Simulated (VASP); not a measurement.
# Ag (Im-3m) in VASP: notebook

The runs below take Ag through single point, with HSE06, PBE.

Program: VASP 6.6.1. These are calculated values, not measurements. Logs are shortened: lines on timing, memory, paths and dates and some standing lists are left out, and cuts for length are marked.

## 1. The cell of the first run

Symmetry: Im-3m, No. 229, cubic system. Conventional cell: a = 3.299 Å, b = 3.299 Å, c = 3.299 Å, α = 90.00°, β = 90.00°, γ = 90.00°. Ag (site symmetry m-3m) has 14 Ag at 2.86 to 3.30 Å within 3.8 Å.

## 2. Single point, HSE06

POSCAR reads:

```
Ag
1.0
   -1.6494134187      1.6494134187      1.6494134187
    1.6494134187     -1.6494134187      1.6494134187
    1.6494134187      1.6494134187     -1.6494134187
Ag
1
Direct
    0.0000000000      0.0000000000      0.0000000000
```

INCAR.step1 reads:

```
PREC = Accurate ; ENCUT = 520
EDIFF = 1E-5 ; ISMEAR = 0
SIGMA = 0.05 ; LREAL = F
LASPH = T ; NELM = 100
ALGO = Normal ; ISIF = 2
LWAVE = T ; LCHARG = F
GGA = PE ; NBANDS = 12
```

INCAR.step2 reads:

```
PREC = Accurate ; ENCUT = 520
EDIFF = 1E-6 ; ISMEAR = 0
SIGMA = 0.05 ; LREAL = F
LASPH = T ; NELM = 100
ALGO = Normal ; ISIF = 2
LWAVE = F ; LCHARG = F
GGA = PE ; LHFCALC = T
HFSCREEN = 0.2079 ; PRECFOCK = Normal
ISTART = 1 ; NBANDS = 12
```

KPOINTS reads:

```
regular mesh
0
Gamma
  10 10 10
```

Potentials or basis: VASP PAW PBE potentials, release 64 (Ag).

On the command line:

```bash
$ cat potpaw_PBE.64/Ag/POTCAR > POTCAR
$ cp INCAR.step1 INCAR
$ mpirun -np 1 vasp_std > vasp.out
$ cp INCAR.step2 INCAR
$ mpirun -np 1 vasp_std > vasp.out
```

OUTCAR:

```text
PREC = Accurate
   ENCUT = 520
   EDIFF = 1E-6
   ISMEAR = 0
   LREAL = F
   LASPH = T
   NELM = 100
   ISIF = 2
   GGA = PE
   LHFCALC = T
   HFSCREEN = 0.2079
   PRECFOCK = Normal
   ISTART = 1

 ion  position               nearest neighbor table
   1  0.000  0.000  0.000-

  LATTYP: Found a body centered cubic cell.
 ALAT       =     3.2988268374

  Lattice vectors:

 A1 = (  -1.6494134187,   1.6494134187,   1.6494134187)
 A2 = (   1.6494134187,  -1.6494134187,   1.6494134187)
 A3 = (   1.6494134187,   1.6494134187,  -1.6494134187)

Analysis of symmetry for initial positions (statically):
=====================================================================
 Subroutine PRICEL returns:
 Original cell was already a primitive cell.

 Routine SETGRP: Setting up the symmetry group for a
 body centered cubic supercell.

 Subroutine GETGRP returns: Found 48 space group operations
 (whereof 48 operations were pure point group operations)
 out of a pool of 48 trial point group operations.

The static configuration has the point symmetry O_h .

Analysis of symmetry for dynamics (positions and initial velocities):
=====================================================================
 Subroutine PRICEL returns:
 Original cell was already a primitive cell.

 Routine SETGRP: Setting up the symmetry group for a
 body centered cubic supercell.

 Subroutine GETGRP returns: Found 48 space group operations
 (whereof 48 operations were pure point group operations)
 out of a pool of 48 trial point group operations.

The dynamic configuration has the point symmetry O_h .

 Subroutine INISYM returns: Found 48 space group operations
 (whereof 48 operations are pure point group operations),
 and found     1 'primitive' translations

----------------------------------------------------------------------------------------

                                     Primitive cell

  volume of cell :      17.9493

  direct lattice vectors                    reciprocal lattice vectors
    -1.649413419  1.649413419  1.649413419     0.000000000  0.303138070  0.303138070
     1.649413419 -1.649413419  1.649413419     0.303138070  0.000000000  0.303138070
     1.649413419  1.649413419 -1.649413419     0.303138070  0.303138070  0.000000000

  length of vectors
     2.856867844  2.856867844  2.856867844     0.428701970  0.428701970  0.428701970

[... 94 lines left out ...]
   EFERMI_NEDOS =   21; number of points for ismear=-14 and -15
   IALGO  =     38    algorithm
   IMIX   =      1    mixing-type and parameters
     AMIX     =   0.40;   BMIX     =  1.00
     AMIX_MAG =   1.60;   BMIX_MAG =  1.00
  volume/ion in A,a.u.               =      17.95       121.13
  Fermi-wavevector in a.u.,A,eV,Ry     =   1.390559  2.627776 26.308979  1.933655
  Thomas-Fermi vector in A             =   2.514483
   LORBIT       =      0    0 simple, 1 ext, 2 COOP (PROOUT), +10 PAW based schemes
   GGA     = PE    functional components
   LHFCALC =     T    Hartree Fock is set to
   PRECFOCK=normal    Normal, Fast or Accurate (Low or Medium for compatibility)
   ENCUT4O =  -1.0   cutoff for four orbital integrals eV
   NKREDX  =     1    reduce k-point grid by
   NKREDY  =     1    reduce k-point grid by
   NKREDZ  =     1    reduce k-point grid by
   AEXX    =    0.2500 exact exchange contribution
   HFSCREEN=    0.2079 screening length (either q_TF or 0.3 A-1)
   HFSCREENC=   0.2079 screening length for correlation (either q_TF or 0.3 A-1)
   ENCUTFOCK=  -1.0 apply spherical cutoff to Coloumb kernel
   IVDW    =     0    specifies the selected vdW correction
   LEPSILON=     F    determine dielectric tensor
   LRPA    =     F    only Hartree local field effects (RPA)
 non-spin polarized calculation
 Gauss-broadening in eV      SIGMA  =   0.05
  energy-cutoff  :      520.00
  volume of cell :       17.95
 maximum number of plane-waves:       496
 NGX is ok and might be reduce to    24
  NGX = 16; NGY = 16; NGZ = 16

 number of electron      11.0000003 magnetization

 Free energy of the ion-electron system (eV)
  ---------------------------------------------------
  ext. energy  EPLUGINS =         0.00000000
  ---------------------------------------------------
  free energy    TOTEN  =        -2.78455019 eV

  energy without entropy =       -2.78296829  energy(sigma->0) =       -2.78375924

 E-fermi :   7.7240     XC(G=0):  -9.7163

 val. band max:        7.7174547565   @ k =   0.5000   0.0000   0.0000
 cond. band min:       7.7502197820   @ k =   0.4000   0.1000   0.0000
 fundamental gap:      0.0327650255
 Fermi energy:         7.7240177029

 k-point     1 :       0.0000    0.0000    0.0000
  band No.  band energies     occupation
      1      -0.6715      2.00000
      2       1.5288      2.00000
      3       1.5288      2.00000
      4       1.5288      2.00000
      5       2.7981      2.00000
      6       2.7981      2.00000
      7      26.3647      0.00000
      8      26.3647      0.00000
      9      26.3647      0.00000
     10      32.4726      0.00000
     11      32.4726      0.00000
     12      32.4726      0.00000
[... 331 lines left out ...]
 k-point    24 :      -0.3000    0.3000    0.1000
  band No.  band energies     occupation
      1       0.7403      2.00000
      2       1.2223      2.00000
      3       2.1834      2.00000
      4       2.5668      2.00000
      5       2.9228      2.00000
      6       4.1964      2.00000
      7      18.4282      0.00000
      8      22.9156      0.00000
      9      23.6697      0.00000
     10      28.4035      0.00000
     11      29.4162      0.00000
     12      30.3720      0.00000

 [... further k-points ...]

------------------------ aborting loop because EDIFF is reached ----------------------------------------

  FORCE on cell =-STRESS in cart. coord.  units (eV):
  Direction    XX          YY          ZZ          XY          YZ          ZX
  --------------------------------------------------------------------------------------
  -------------------------------------------------------------------------------------
  Total        0.0068152      0.0068152      0.0068152     -0.0000000     -0.0000000     -0.0000000
  in kB        0.6083313      0.6083313      0.6083313     -0.0000000     -0.0000000     -0.0000000
  external PRESSURE =       0.6083313 kB  Pullay stress =       0.0000000 kB

 VOLUME and BASIS-vectors are now :
 -----------------------------------------------------------------------------
  energy-cutoff  :      520.00
  volume of cell :       17.95
      direct lattice vectors                 reciprocal lattice vectors
    -1.649413419  1.649413419  1.649413419     0.000000000  0.303138070  0.303138070
     1.649413419 -1.649413419  1.649413419     0.303138070  0.000000000  0.303138070
     1.649413419  1.649413419 -1.649413419     0.303138070  0.303138070  0.000000000

 POSITION                                       TOTAL-FORCE (eV/Angst)
 -----------------------------------------------------------------------------------
      0.00000      0.00000      0.00000         0.000000      0.000000      0.000000
 -----------------------------------------------------------------------------------
    total drift:                                0.000000      0.000000      0.000000

  FREE ENERGIE OF THE ION-ELECTRON SYSTEM (eV)
  ---------------------------------------------------
  free  energy   TOTEN  =        -2.7845501895 eV

  energy  without entropy=       -2.7829682906  energy(sigma->0) =       -2.78375924
```

OSZICAR.step1:

```text
N       E                     dE             d eps       ncg     rms          rms(c)
DAV:   1     0.524532084766E+02    0.52453E+02   -0.54312E+03  1144   0.821E+02
DAV:   2    -0.203953175037E+01   -0.54493E+02   -0.51711E+02  1304   0.194E+02
DAV:   3    -0.289170093900E+01   -0.85217E+00   -0.85084E+00  1336   0.254E+01
DAV:   4    -0.289443841106E+01   -0.27375E-02   -0.27373E-02  1280   0.149E+00
DAV:   5    -0.289446186528E+01   -0.23454E-04   -0.23453E-04  1284   0.124E-01    0.458E+00
DAV:   6    -0.266600376301E+01    0.22846E+00   -0.95057E-01  1224   0.861E+00    0.309E+00
DAV:   7    -0.265992689540E+01    0.60769E-02   -0.59648E-03  1288   0.751E-01    0.177E+00
DAV:   8    -0.265740942067E+01    0.25175E-02   -0.74015E-04  1264   0.211E-01    0.647E-02
DAV:   9    -0.265741979819E+01   -0.10378E-04   -0.12097E-05  1176   0.292E-02    0.203E-02
DAV:  10    -0.265742471241E+01   -0.49142E-05   -0.44264E-06   724   0.203E-02
   1 F= -.26574247E+01 E0= -.26568702E+01  d E =-.110912E-02
```

Run time: 38 min. Hardware: 1 thread of Intel Xeon 6975P-C (Granite Rapids), shared host; peak memory 0.27 GiB.

What came out:

| Quantity | Value |
| --- | --- |
| Free energy | -2.7846 eV |
| Pressure | 0.1 GPa |

Levels at points of the mesh, in eV from the Fermi level:
```csv
k point,band 4,band 5,band 6,band 7,band 8,band 9
"(0.00, 0.00, 0.00)",-6.20,-4.93,-4.93,18.64,18.64,18.64
"(0.50, 0.00, 0.00)",-4.78,-3.84,-0.01,4.32,13.94,15.08
"(0.50, 0.50, 0.50)",-4.09,-4.09,7.39,7.39,7.39,13.40
```

Caveat: the PAW data sets were made with another functional, which shifts forces and pressure a little.

## 3. Single point, PBE

This run uses another cell than the first one, of 17.68 Å³/atom, 0.985 times its volume.

INCAR reads:

```
SYSTEM = Ag
PREC = Accurate ; ENCUT = 520
EDIFF = 1E-6 ; ISMEAR = 0
SIGMA = 0.05 ; LREAL = .FALSE.
LASPH = .TRUE. ; NELM = 100
ALGO = Normal ; ISIF = 2
LWAVE = .FALSE. ; LCHARG = .FALSE.
GGA = PE ; NBANDS = 12
```

KPOINTS reads:

```
Automatic mesh
0
G
  8 8 8
  0 0 0
```

POSCAR reads:

```
Ag
1.0
   -1.6411787525      1.6411787525      1.6411787525
    1.6411787525     -1.6411787525      1.6411787525
    1.6411787525      1.6411787525     -1.6411787525
Ag
1
Direct
    0.0000000000      0.0000000000      0.0000000000
```

Potentials or basis: VASP PAW PBE potentials, release 64 (Ag).

On the command line:

```bash
$ cat potpaw_PBE.64/Ag/POTCAR > POTCAR
$ mpirun -np 1 vasp_std > vasp.out
```

Run time: 2.8 s. Hardware: 1 thread of Intel Xeon 6975P-C (Granite Rapids), shared host; peak memory 0.14 GiB.

The run converged. Its results:

```yaml
Free_energy: -2.6352 eV
Pressure: 1.3 GPa
```

Levels at points of the mesh, in eV from the Fermi level:
| k point | band 2 | band 3 | band 4 | band 5 | band 6 | band 7 | band 8 | band 9 | band 10 | band 11 |
| --- | --- | --- | --- | --- | --- | --- | --- | --- | --- | --- |
| (0.00, 0.00, 0.00) | -4.97 | -4.97 | -4.97 | -3.71 | -3.71 | 17.68 | 17.68 | 17.68 | 23.45 | 23.45 |
| (0.50, 0.00, 0.00) | -5.70 | -3.77 | -3.60 | -2.76 | -0.15 | 3.78 | 13.05 | 14.01 | 19.40 | 20.54 |
| (0.50, 0.50, 0.50) | -6.32 | -2.99 | -2.99 | -2.99 | 6.64 | 6.64 | 6.64 | 12.17 | 13.05 | 13.05 |

## 4. Single point, PBE

INCAR reads:

```
SYSTEM = Ag
  PREC = Accurate
  ENCUT = 520
  EDIFF = 1E-6
  ISMEAR = 0
  SIGMA = 0.05
  LREAL = .FALSE.
  LASPH = .TRUE.
  NELM = 100
  ALGO = Normal
  ISIF = 2
  LWAVE = .FALSE.
  LCHARG = .TRUE.
  GGA = PE
  LELF = .TRUE.
  LVHAR = .TRUE.
  NBANDS = 12
```

KPOINTS reads:

```
regular mesh
0
G
  8 8 8
  0 0 0
```

POSCAR reads:

```
Ag
1.0
   -1.6494134187      1.6494134187      1.6494134187
    1.6494134187     -1.6494134187      1.6494134187
    1.6494134187      1.6494134187     -1.6494134187
Ag
1
Direct
    0.0000000000      0.0000000000      0.0000000000
```

Potentials or basis: VASP PAW PBE potentials, release 64 (Ag).

On the command line:

```bash
$ cat potpaw_PBE.64/Ag/POTCAR > POTCAR
$ mpirun -np 1 vasp_std > vasp.out
```

OUTCAR:

```text
SYSTEM = Ag
   PREC = Accurate
   ENCUT = 520
   EDIFF = 1E-6
   ISMEAR = 0
   LREAL = .FALSE.
   LASPH = .TRUE.
   NELM = 100
   ISIF = 2
   GGA = PE

 ion  position               nearest neighbor table
   1  0.000  0.000  0.000-

  LATTYP: Found a body centered cubic cell.
 ALAT       =     3.2988268374

  Lattice vectors:

 A1 = (  -1.6494134187,   1.6494134187,   1.6494134187)
 A2 = (   1.6494134187,  -1.6494134187,   1.6494134187)
 A3 = (   1.6494134187,   1.6494134187,  -1.6494134187)

Analysis of symmetry for initial positions (statically):
=====================================================================
 Subroutine PRICEL returns:
 Original cell was already a primitive cell.

 Routine SETGRP: Setting up the symmetry group for a
 body centered cubic supercell.

 Subroutine GETGRP returns: Found 48 space group operations
 (whereof 48 operations were pure point group operations)
 out of a pool of 48 trial point group operations.

The static configuration has the point symmetry O_h .

Analysis of symmetry for dynamics (positions and initial velocities):
[... 167 lines left out ...]
      1       0.3439      2.00000
      2       2.9900      2.00000
      3       2.9900      2.00000
      4       2.9900      2.00000
      5       4.2132      2.00000
      6       4.2132      2.00000
      7      25.5314      0.00000
      8      25.5314      0.00000
      9      25.5314      0.00000
     10      31.0644      0.00000
     11      31.0644      0.00000
     12      31.0644      0.00000
[... 331 lines left out ...]
 k-point    24 :      -0.3750    0.3750    0.2500
  band No.  band energies     occupation
      1       2.3624      2.00000
      2       2.6354      2.00000
      3       3.4521      2.00000
      4       3.8241      2.00000
      5       4.6185      2.00000
      6       8.1217      0.00000
      7      15.9715      0.00000
      8      18.4011      0.00000
      9      20.8612      0.00000
     10      23.2434      0.00000
     11      30.1726      0.00000
     12      32.2917      0.00000

 [... further k-points ...]

------------------------ aborting loop because EDIFF is reached ----------------------------------------

  FORCE on cell =-STRESS in cart. coord.  units (eV):
  Direction    XX          YY          ZZ          XY          YZ          ZX
  --------------------------------------------------------------------------------------
  -------------------------------------------------------------------------------------
  Total       -0.0071770     -0.0071770     -0.0071770     -0.0000000     -0.0000000      0.0000000
  in kB       -0.6406248     -0.6406248     -0.6406248     -0.0000000     -0.0000000      0.0000000
  external PRESSURE =      -0.6406248 kB  Pullay stress =       0.0000000 kB

 VOLUME and BASIS-vectors are now :
 -----------------------------------------------------------------------------
  energy-cutoff  :      520.00
  volume of cell :       17.95
      direct lattice vectors                 reciprocal lattice vectors
    -1.649413419  1.649413419  1.649413419     0.000000000  0.303138070  0.303138070
     1.649413419 -1.649413419  1.649413419     0.303138070  0.000000000  0.303138070
     1.649413419  1.649413419 -1.649413419     0.303138070  0.303138070  0.000000000

 POSITION                                       TOTAL-FORCE (eV/Angst)
 -----------------------------------------------------------------------------------
      0.00000      0.00000      0.00000        -0.000000      0.000000      0.000000
 -----------------------------------------------------------------------------------
    total drift:                                0.000000      0.000000     -0.000000

  FREE ENERGIE OF THE ION-ELECTRON SYSTEM (eV)
  ---------------------------------------------------
  free  energy   TOTEN  =        -2.6363361188 eV

  energy  without entropy=       -2.6334016001  energy(sigma->0) =       -2.63486886
```

OSZICAR:

```text
N       E                     dE             d eps       ncg     rms          rms(c)
DAV:   1     0.524574526049E+02    0.52457E+02   -0.55560E+03   704   0.828E+02
DAV:   2    -0.212174311449E+01   -0.54579E+02   -0.51299E+02   808   0.193E+02
DAV:   3    -0.287557115955E+01   -0.75383E+00   -0.75338E+00   808   0.245E+01
DAV:   4    -0.287779750142E+01   -0.22263E-02   -0.22263E-02   792   0.138E+00
DAV:   5    -0.287781459338E+01   -0.17092E-04   -0.17091E-04   788   0.110E-01    0.460E+00
DAV:   6    -0.264536323806E+01    0.23245E+00   -0.94877E-01   756   0.858E+00    0.306E+00
DAV:   7    -0.263880010842E+01    0.65631E-02   -0.79868E-03   764   0.841E-01    0.176E+00
DAV:   8    -0.263632298583E+01    0.24771E-02   -0.73943E-04   784   0.216E-01    0.835E-02
DAV:   9    -0.263633043031E+01   -0.74445E-05   -0.74306E-06   776   0.199E-02    0.242E-02
DAV:  10    -0.263633653245E+01   -0.61021E-05   -0.44352E-06   792   0.202E-02    0.525E-03
DAV:  11    -0.263633611883E+01    0.41363E-06   -0.78928E-08   428   0.231E-03
   1 F= -.26363361E+01 E0= -.26348689E+01  d E =-.293452E-02
```

It took 2.9 s on 1 thread of Intel Xeon 6975P-C (Granite Rapids), shared host; peak memory 0.13 GiB.

Results:

- Free energy: -2.6363 eV
- Pressure: -0.1 GPa

Levels at points of the mesh, in eV from the Fermi level:
| k point | band 2 | band 3 | band 4 | band 5 | band 6 | band 7 | band 8 | band 9 | band 10 | band 11 |
| --- | --- | --- | --- | --- | --- | --- | --- | --- | --- | --- |
| (0.00, 0.00, 0.00) | -4.92 | -4.92 | -4.92 | -3.70 | -3.70 | 17.62 | 17.62 | 17.62 | 23.16 | 23.16 |
| (0.50, 0.00, 0.00) | -5.63 | -3.75 | -3.59 | -2.77 | -0.12 | 3.69 | 12.99 | 13.87 | 19.21 | 20.31 |
| (0.50, 0.50, 0.50) | -6.23 | -2.99 | -2.99 | -2.99 | 6.60 | 6.60 | 6.60 | 11.96 | 12.91 | 12.91 |

## 5. Summary

| level | cell | k mesh | grid for exact exchange (PRECFOCK) | screening parameter | gap on the mesh (eV) | pressure (GPa) |
| --- | --- | --- | --- | --- | --- | --- |
| HSE06 | a = 2.857 Å, angles 109.5°, 1 atom | 10 × 10 × 10 | Normal | 0.2079 1/Å | none | 0.1 |
| PBE | a = 2.843 Å, angles 109.5°, 1 atom | 8 × 8 × 8 | - | - | none | 1.3 |
| PBE | a = 2.857 Å, angles 109.5°, 1 atom | 8 × 8 × 8 | - | - | none | -0.1 |

Alike in all rows: task single point; potentials or basis VASP PAW PBE potentials, release 64 (Ag); no spin polarisation; cutoff (eV) 520; smearing gaussian 0.05 eV.

Caveats: the PAW data sets were made with another functional, which shifts forces and pressure a little (some runs).

Total energies depend on the potentials used, so only differences within one code and one set of settings carry meaning.
